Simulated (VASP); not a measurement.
C, 2 atoms in the cell. Symmetry: Fd-3m, No. 227, cubic system. The conventional cell has a = 3.560 Å, b = 3.560 Å, c = 3.560 Å, α = 90.00°, β = 90.00°, γ = 90.00°. Within 2.1 Å of C (site symmetry -43m) lie 4 C at 1.54 Å. 

```yaml
Program: VASP 6.6.1
Task: single point
Functional: PBE-based screened hybrid
Potentials_or_basis: VASP PAW PBE potentials, release 64 (C)
Cutoff: 520 eV
k_mesh: 6 × 6 × 6
Occupations: gaussian, width 0.01 eV
Spin: no spin polarisation
Dipole_correction: no
Grid_for_exact_exchange_PRECFOCK: Normal
Share_of_exact_exchange: 0.05
Further_INCAR_settings: ALGO = Normal; EDIFF = 1e-06; NBANDS = 11
Screening_parameter: 0.3 1/Å
```

Potentials or basis: VASP PAW PBE potentials, release 64 (C).

The run is started by

```bash
$ cat potpaw_PBE.64/C/POTCAR > POTCAR
$ cp INCAR.step1 INCAR
$ mpirun -np 1 vasp_std > vasp.out
$ cp INCAR.step2 INCAR
$ mpirun -np 1 vasp_std > vasp.out
```

Hardware: 1 thread of Intel Xeon 8259CL (shared host).

**Question.** Estimate the wall time of this run.

**Answer.** Wall time 2.4 min on 1 thread of Intel Xeon 8259CL, on a shared host, peak memory 0.22 GiB. Counts: k points 16.
